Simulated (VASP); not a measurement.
Set up this calculation in VASP 6.6.1, as the native input.

```
Task                   : single point
Functional             : PBE
Dispersion             : D3(BJ)
Potentials or basis    : VASP PAW PBE potentials, release 64 (B, N)
Cutoff                 : 520 eV
k mesh                 : 10 × 10 × 2
Occupations            : gaussian, width 0.05 eV
Spin                   : no spin polarisation
Dipole correction      : no
Further INCAR settings : ALGO = Normal; EDIFF = 1e-06; NBANDS = 26
```

The structure of BN lies in POSCAR:

```
BN
1.0
   -2.5064381127      0.0000000000      0.0000000000
   -1.2532190563     -2.1706390786      0.0000000000
    0.0000000000      0.0000000000     12.9336949040
B N
4 4
Direct
    0.3333333333      0.3333333333      0.8952958244
    0.3333333333      0.3333333333      0.3836982104
    0.6666666667      0.6666666667      0.1278994035
    0.6666666667      0.6666666667      0.6394970174
    0.3333333333      0.3333333333      0.1278994035
    0.3333333333      0.3333333333      0.6394970174
    0.6666666667      0.6666666667      0.8952958244
    0.6666666667      0.6666666667      0.3836982104
```

These files were run (other wordings do the same):

INCAR

```
SYSTEM = BN
ALGO     = Normal         ! electronic algorithm
EDIFF    = 1E-6           ! SCF threshold, eV
ENCUT    = 520            ! plane-wave cutoff, eV
GGA      = PE             ! functional
ISIF     = 2              ! what is computed and relaxed
ISMEAR   = 0              ! smearing method
IVDW     = 12             ! dispersion correction
LASPH    = .True.         ! aspherical terms in the spheres
LCHARG   = .False.        ! write CHGCAR
LREAL    = .False.        ! projectors in reciprocal space
LWAVE    = .False.        ! write WAVECAR
NBANDS   = 26             ! bands
NELM     = 60             ! most SCF steps
PREC     = Accurate       ! precision mode
SIGMA    = 0.05           ! smearing width, eV
```

KPOINTS

```
k-points
0
Gamma
  10 10 2
  0 0 0
```

Potentials or basis: VASP PAW PBE potentials, release 64 (B, N).

Command:

```console
$ cat potpaw_PBE.64/B/POTCAR potpaw_PBE.64/N/POTCAR > POTCAR
$ mpirun -np 1 vasp_std > vasp.out
```

It gave:

```
Pressure                   : 0.4 GPa
Largest force              : 0.113 eV/Å
Band gap on the k mesh     : 4.16 eV, indirect (least direct gap 4.57 eV)
Dispersion energy per atom : -0.146 eV
```

Run time: 59 s on 1 thread of Intel(R) Xeon(R) Platinum 8175M CPU @ 2.50GHz (Skylake/Cascade Lake), on a shared host, peak memory 0.2 GiB.
